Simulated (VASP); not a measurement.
Write the native input for VASP 6.6.1 that does the following.

| Quantity | Value |
| --- | --- |
| Task | single point |
| Functional | LDA |
| Potentials or basis | VASP PAW LDA potentials, release 64 (Os, C) |
| Cutoff | 520 eV |
| k mesh | 12 × 12 × 1 |
| Occupations | gaussian, width 0.1 eV |
| Spin | no spin polarisation |
| Dipole correction | yes |
| Further INCAR settings | ALGO = Normal; EDIFF = 1e-06; NBANDS = 26 |

The structure of Os4C lies in POSCAR:

```
Os4C
1.0
    2.7145740629      0.0000000000      0.0000000000
   -1.3572870314      2.3508900989      0.0000000000
    0.0000000000      0.0000000000     21.8661488866
Os C
4 1
Direct
    0.6666666667      0.3333333333      0.1829311609
    0.3333333333      0.6666666667      0.2811020214
    0.6666666667      0.3333333333      0.3787246389
    0.3333333333      0.6666666667      0.4740729124
    0.5000000000      1.3333333333      0.5363073288
```

These files were run (other wordings do the same):

INCAR

```
SYSTEM = Os4C
  PREC = Accurate
  ENCUT = 520
  EDIFF = 1E-6
  ISMEAR = 0
  SIGMA = 0.1
  LREAL = .False.
  LASPH = .True.
  NELM = 80
  ALGO = Normal
  ISIF = 2
  LWAVE = .False.
  LCHARG = .False.
  LDIPOL = .True.
  IDIPOL = 3
  DIPOL = 0.5 0.5 0.371
  NBANDS = 26
```

KPOINTS

```
regular mesh
0
Gamma
  12 12 1
  0 0 0
```

Potentials or basis: VASP PAW LDA potentials, release 64 (Os, C).

Run with:

```sh
$ cat potpaw_LDA.64/Os/POTCAR potpaw_LDA.64/C/POTCAR > POTCAR
$ mpirun -np 1 vasp_std > vasp.out
```

Results of the run:

The largest force is 3.271 eV/Å. The band gap on the k mesh is zero (bands 18 and 19 overlap by 2.64 eV).

Caveat: spin-orbit coupling is left out, which moves the levels of the heavy elements.

It took 5.7 min on 1 thread of Intel(R) Xeon(R) 6975P-C (Granite Rapids) (shared host), peak memory 0.37 GiB.
